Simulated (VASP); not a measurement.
# Sn (Im-3m) in VASP: a series of runs

The runs below take Sn through single point, with PBEsol.

All numbers are computed with VASP 6.6.1; they aren't measurements. Logs are shortened: lines on timing, memory, paths and dates and some standing lists are left out, and cuts for length are marked.

**1. The cell of the first run**

The structure is cubic, space group Im-3m (No. 229). The conventional cell has a = 3.814 Å, b = 3.814 Å, c = 3.814 Å, α = 90.00°, β = 90.00°, γ = 90.00°. Sn (site symmetry m-3m) has 14 Sn at 3.30 to 3.81 Å within 4.3 Å.

**2. Single point, PBEsol**

INCAR reads:

```
SYSTEM = Sn
  PREC = Accurate
  ENCUT = 520
  EDIFF = 1E-7
  ISMEAR = -1
  SIGMA = 0.1
  LREAL = .False.
  LASPH = .True.
  NELM = 100
  ALGO = Normal
  ISIF = 2
  LWAVE = .False.
  LCHARG = .False.
  GGA = PS
  NBANDS = 13
```

KPOINTS reads:

```
regular mesh
0
Gamma
  11 11 11
  0 0 0
```

POSCAR reads:

```
Sn
1.0
   -1.9071997299      1.9071997299      1.9071997299
    1.9071997299     -1.9071997299      1.9071997299
    1.9071997299      1.9071997299     -1.9071997299
Sn
1
Direct
    0.0000000000      0.0000000000      0.0000000000
```

Potentials or basis: VASP PAW PBE potentials, release 64 (Sn_d).

Command:

```bash
$ cat potpaw_PBE.64/Sn_d/POTCAR > POTCAR
$ mpirun -np 1 vasp_std > vasp.out
```

OUTCAR:

```text
SYSTEM = Sn
   PREC = Accurate
   ENCUT = 520
   EDIFF = 1E-7
   ISMEAR = -1
   LREAL = .False.
   LASPH = .True.
   NELM = 100
   ISIF = 2
   GGA = PS

 ion  position               nearest neighbor table
   1  0.000  0.000  0.000-

  LATTYP: Found a body centered cubic cell.
 ALAT       =     3.8143994598

  Lattice vectors:

 A1 = (  -1.9071997299,   1.9071997299,   1.9071997299)
 A2 = (   1.9071997299,  -1.9071997299,   1.9071997299)
 A3 = (   1.9071997299,   1.9071997299,  -1.9071997299)

Analysis of symmetry for initial positions (statically):
=====================================================================
 Subroutine PRICEL returns:
 Original cell was already a primitive cell.

 Routine SETGRP: Setting up the symmetry group for a
 body centered cubic supercell.

 Subroutine GETGRP returns: Found 48 space group operations
 (whereof 48 operations were pure point group operations)
 out of a pool of 48 trial point group operations.

The static configuration has the point symmetry O_h .

Analysis of symmetry for dynamics (positions and initial velocities):
=====================================================================
 Subroutine PRICEL returns:
 Original cell was already a primitive cell.

 Routine SETGRP: Setting up the symmetry group for a
 body centered cubic supercell.

 Subroutine GETGRP returns: Found 48 space group operations
 (whereof 48 operations were pure point group operations)
 out of a pool of 48 trial point group operations.

The dynamic configuration has the point symmetry O_h .

 Subroutine INISYM returns: Found 48 space group operations
 (whereof 48 operations are pure point group operations),
 and found     1 'primitive' translations

----------------------------------------------------------------------------------------

                                     Primitive cell

  volume of cell :      27.7491

  direct lattice vectors                    reciprocal lattice vectors
    -1.907199730  1.907199730  1.907199730     0.000000000  0.262164467  0.262164467
     1.907199730 -1.907199730  1.907199730     0.262164467  0.000000000  0.262164467
     1.907199730  1.907199730 -1.907199730     0.262164467  0.262164467  0.000000000

  length of vectors
     3.303366832  3.303366832  3.303366832     0.370756544  0.370756544  0.370756544

  position of ions in fractional coordinates (direct lattice)
     0.000000000  0.000000000  0.000000000

  ion indices of the primitive-cell ions
   primitive index   ion index
                 1           1

----------------------------------------------------------------------------------------

 KPOINTS: regular mesh

Automatic generation of k-mesh.
 Grid dimensions read from file:
 generate k-points for:   11   11   11

 Generating k-lattice:

  Cartesian coordinates                     Fractional coordinates (reciprocal lattice)
     0.000000000  0.023833133  0.023833133     0.090909091  0.000000000  0.000000000
     0.023833133  0.000000000  0.023833133     0.000000000  0.090909091  0.000000000
     0.023833133  0.023833133  0.000000000     0.000000000  0.000000000  0.090909091

  Length of vectors
     0.033705140  0.033705140  0.033705140

  Shift w.r.t. Gamma in fractional coordinates (k-lattice)
     0.000000000  0.000000000  0.000000000

 Subroutine IBZKPT returns following result:
 ===========================================

 Found     56 irreducible k-points:

 Following reciprocal coordinates:
            Coordinates               Weight
  0.000000  0.000000  0.000000      1.000000
  0.090909  0.000000  0.000000     12.000000
  0.181818  0.000000  0.000000     12.000000
  0.272727  0.000000  0.000000     12.000000
  0.363636  0.000000  0.000000     12.000000
  0.454545  0.000000  0.000000     12.000000
[... 16 lines left out ...]
  0.272727  0.181818  0.090909     48.000000
  0.363636  0.181818  0.090909     24.000000
 [... further k-points ...]
   k-points           NKPTS =     56   k-points in BZ     NKDIM =     56   number of bands    NBANDS=     13
   number of dos      NEDOS =    301   number of ions     NIONS =      1
   total plane-waves  NPLWV =  21952
   dimension x,y,z NGX =    28 NGY =   28 NGZ =   28
   dimension x,y,z NGXF=    56 NGYF=   56 NGZF=   56
   ions per type =               1
   NGX,Y,Z   is equivalent  to a cutoff of  14.09, 14.09, 14.09 a.u.
   NGXF,Y,Z  is equivalent  to a cutoff of  28.18, 28.18, 28.18 a.u.
 SYSTEM =  Sn
   PREC   = accura    normal or accurate (medium, high low for compatibility)
   ISTART =      0    job   : 0-new  1-cont  2-samecut
   ICHARG =      2    charge: 1-file 2-atom 10-const
   ISPIN  =      1    spin polarized calculation?
   LNONCOLLINEAR =      F non collinear calculations
   LSORBIT =      F    spin-orbit coupling
   LASPH  =      T    aspherical Exc in radial PAW
   ENCUT  =  520.0 eV  38.22 Ry    6.18 a.u.   6.14  6.14  6.14*2*pi/ulx,y,z
   NELM   =    100;   NELMIN=  2; NELMDL= -5     # of ELM steps
   EDIFF  = 0.1E-06   stopping-criterion for ELM
   LREAL  =      F    real-space projection
   EDIFFG = 0.1E-05   stopping-criterion for IOM
   NSW    =      0    number of steps for IOM
   IBRION =     -1    ionic relax: 0-MD 1-quasi-New 2-CG
   NFREE  =      0    steps in history (QN), initial steepest desc. (CG)
   ISIF   =      2    stress and relaxation
   ISYM   =      2    0-nonsym 1-usesym 2-fastsym
   POTIM  = 0.5000    time-step for ionic-motion
   TEBEG  =    0.0;   TEEND  =   0.0 temperature during run
   PSTRESS=    0.0 pullay stress
   NELECT =      14.0000    total number of electrons
   NUPDOWN=      -1.0000    fix difference up-down
   EMIN   =  10.00;   EMAX   =-10.00  energy-range for DOS
   EFERMI =   0.00;   METHOD = LEGACY
   ISMEAR =    -1;   SIGMA  =   0.10  broadening in eV -4-tet -1-fermi 0-gaus
   EFERMI_NEDOS =   21; number of points for ismear=-14 and -15
   IALGO  =     38    algorithm
   IMIX   =      4    mixing-type and parameters
     AMIX     =   0.40;   BMIX     =  1.00
     AMIX_MAG =   1.60;   BMIX_MAG =  1.00
  volume/ion in A,a.u.               =      27.75       187.26
  Fermi-wavevector in a.u.,A,eV,Ry     =   1.303271  2.462825 23.109697  1.698515
  Thomas-Fermi vector in A             =   2.434284
   LORBIT       =      0    0 simple, 1 ext, 2 COOP (PROOUT), +10 PAW based schemes
   GGA     = PS    functional components
   LHFCALC =     F    Hartree Fock is set to
   AEXX    =    0.0000 exact exchange contribution
   IVDW    =     0    specifies the selected vdW correction
   LEPSILON=     F    determine dielectric tensor
   LRPA    =     F    only Hartree local field effects (RPA)
 non-spin polarized calculation
  energy-cutoff  :      520.00
  volume of cell :       27.75
 maximum number of plane-waves:       767
 NGX is ok and might be reduce to    28
   NGX = 13   NGY = 13   NGZ = 13

 number of electron      13.9999997 magnetization

 Free energy of the ion-electron system (eV)
  ---------------------------------------------------
  ext. energy  EPLUGINS =         0.00000000
  ---------------------------------------------------
  free energy    TOTEN  =        -4.21992738 eV

  energy without entropy =       -4.20022965  energy(sigma->0) =       -4.21007852

 E-fermi :   7.6866     XC(G=0): -10.4077

 val. band max:        7.6813605974   @ k =  -0.2727   0.3636   0.1818
 cond. band min:       7.7174094106   @ k =  -0.4545   0.4545   0.3636
 fundamental gap:      0.0360488133
 Fermi energy:         7.6866026425

 k-point     1 :       0.0000    0.0000    0.0000
  band No.  band energies     occupation
      1     -13.7484      2.00000
      2     -13.7484      2.00000
      3     -13.7484      2.00000
      4     -13.6169      2.00000
      5     -13.6169      2.00000
      6      -3.2675      2.00000
      7      15.4429      0.00000
      8      15.4429      0.00000
      9      15.4429      0.00000
     10      19.7578      0.00000
     11      19.7578      0.00000
     12      19.7578      0.00000
     13      20.2835      0.00000

 k-point     2 :       0.0909    0.0000    0.0000
  band No.  band energies     occupation
      1     -13.7518      2.00000
      2     -13.7432      2.00000
      3     -13.7319      2.00000
      4     -13.6207      2.00000
      5     -13.6173      2.00000
      6      -3.0905      2.00000
      7      14.0073      0.00000
      8      14.7977      0.00000
      9      15.2190      0.00000
     10      18.2781      0.00000
     11      18.6047      0.00000
     12      19.4333      0.00000
     13      20.9603      0.00000

 k-point     3 :       0.1818    0.0000    0.0000
  band No.  band energies     occupation
      1     -13.7609      2.00000
      2     -13.7317      2.00000
      3     -13.6877      2.00000
      4     -13.6294      2.00000
      5     -13.6186      2.00000
      6      -2.5589      2.00000
      7      11.2585      0.00000
      8      13.5972      0.00000
      9      14.6262      0.00000
     10      17.1250      0.00000
     11      17.5177      0.00000
     12      19.4672      0.00000
     13      21.3942      0.00000
[... 305 lines left out ...]
 k-point    23 :       0.2727    0.1818    0.0909
  band No.  band energies     occupation
      1     -13.7591      2.00000
      2     -13.7088      2.00000
      3     -13.6270      2.00000
      4     -13.6254      2.00000
      5     -13.5881      2.00000
      6       0.9785      2.00000
      7       5.3891      2.00000
      8       7.8878      0.23583
      9       9.9931      0.00000
     10      19.7689      0.00000
     11      21.1862      0.00000
     12      22.1028      0.00000
     13      24.1530      0.00000

 k-point    24 :       0.3636    0.1818    0.0909
  band No.  band energies     occupation
      1     -13.7600      2.00000
      2     -13.6988      2.00000
      3     -13.6261      2.00000
      4     -13.6228      2.00000
      5     -13.5914      2.00000
      6       1.8708      2.00000
      7       4.2950      2.00000
      8       7.5710      1.52114
      9       9.8176      0.00000
     10      19.6778      0.00000
     11      21.4477      0.00000
     12      22.8350      0.00000
     13      23.3815      0.00000

 [... further k-points ...]
[... 5 lines left out ...]
  --------------------------------------------------------------------------------------
  -------------------------------------------------------------------------------------
  Total       -0.4604696     -0.4604696     -0.4604696     -0.0000000     -0.0000000      0.0000000
  in kB      -26.5866132    -26.5866132    -26.5866132     -0.0000000     -0.0000000      0.0000000
  external PRESSURE =     -26.5866132 kB  Pullay stress =       0.0000000 kB

 VOLUME and BASIS-vectors are now :
 -----------------------------------------------------------------------------
  energy-cutoff  :      520.00
  volume of cell :       27.75
      direct lattice vectors                 reciprocal lattice vectors
    -1.907199730  1.907199730  1.907199730     0.000000000  0.262164467  0.262164467
     1.907199730 -1.907199730  1.907199730     0.262164467  0.000000000  0.262164467
     1.907199730  1.907199730 -1.907199730     0.262164467  0.262164467  0.000000000

 POSITION                                       TOTAL-FORCE (eV/Angst)
 -----------------------------------------------------------------------------------
      0.00000      0.00000      0.00000        -0.000000      0.000000     -0.000000
 -----------------------------------------------------------------------------------
    total drift:                               -0.000000     -0.000000      0.000000

  FREE ENERGIE OF THE ION-ELECTRON SYSTEM (eV)
  ---------------------------------------------------
  free  energy   TOTEN  =        -4.2199273786 eV

  energy  without entropy=       -4.2002296524  energy(sigma->0) =       -4.21007852
```

It took 17 s on 1 thread of Intel Xeon Platinum 8259CL at 2.50GHz (Skylake/Cascade Lake), shared host; peak memory 0.16 GiB.

Results:

| Property | Result |
| --- | --- |
| Free energy | -4.2199 eV |
| Pressure | -2.7 GPa |
| Band gap on the k mesh | zero (band 7 reaches 15.44 eV, above the bottom of band 8 at 5.36 eV) |

Caveat: the PAW data sets were made with another functional, which shifts forces and pressure a little; spin-orbit coupling is left out, which moves the levels of the heavy elements.

(Part 1 of 2 ends here.)
